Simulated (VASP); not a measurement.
Wanted: the native input for a VASP 6.6.1 run.

```yaml
Task: relaxation of cell and atoms
Functional: BLYP
Dispersion: D3(BJ)
Potentials_or_basis: VASP PAW PBE potentials, release 64 (Mo_sv, S)
Cutoff: 600 eV
k_mesh: 9 × 9 × 4
Occupations: fermi-dirac, width 0.05 eV
Spin: no spin polarisation
Dipole_correction: no
Further_INCAR_settings: ALGO = Normal; EDIFF = 1e-06; IBRION = 2; EDIFFG = -0.01; NSW = 60; ISIF = 3
```

The structure of MoS2 lies in POSCAR:

```
MoS2
1.0
    3.2274645616      0.0000000000      0.0000000000
   -1.6137322808      2.7950663001      0.0000000000
    0.0000000000      0.0000000000      6.3124734200
Mo S
1 2
Direct
    0.0000000000      0.0000000000      0.5000000000
    0.6666666667      0.3333333333      0.7446806800
    0.3333333333      0.6666666667      0.2553193200
```

These files were run (other wordings do the same):

INCAR

```
SYSTEM = MoS2
  PREC = Accurate
  ENCUT = 600
  EDIFF = 1E-6
  ISMEAR = -1
  SIGMA = 0.05
  LREAL = .False.
  LASPH = .True.
  NELM = 100
  ALGO = Normal
  ISIF = 3
  LWAVE = .False.
  LCHARG = .False.
  GGA = B5
  ALDAX = 1.0
  AGGAX = 1.0
  AGGAC = 1.0
  ALDAC = 0.0
  IVDW = 12
  VDW_S6 = 1.0
  VDW_S8 = 2.6996
  VDW_A1 = 0.4298
  VDW_A2 = 4.2359
  IBRION = 2
  NSW = 60
  EDIFFG = -0.01
```

KPOINTS

```
regular mesh
0
Gamma
  9 9 4
  0 0 0
```

Potentials or basis: VASP PAW PBE potentials, release 64 (Mo_sv, S).

The run is started by

```sh
$ cat potpaw_PBE.64/Mo_sv/POTCAR potpaw_PBE.64/S/POTCAR > POTCAR
$ mpirun -np 1 vasp_std > vasp.out
```

Results of the run:

```
Relaxed volume                        : 16.97 Å³/atom
Relaxed cell                          : a = 3.232 Å, b = 3.232 Å, c = 5.629 Å, α = 90.00°, β = 90.00°, γ = 120.00°
Space group after relaxing (to 0.1 Å) : P-3m1 (No. 164)
Energy gained by relaxing             : 49.5 meV/atom
Ionic steps                           : 13
Pressure after relaxing               : 0.0 GPa
Largest force after relaxing          : 0.007 eV/Å
Band gap on the k mesh                : zero (bands 13 and 14 overlap by 1.27 eV)
Dispersion energy per atom            : -0.991 eV
```

Caveat: the PAW data sets were made with another functional, which shifts forces and pressure a little.

It took 4.1 min on 1 thread of Intel(R) Xeon(R) 6975P-C (Granite Rapids), on a shared host, peak memory 0.24 GiB.
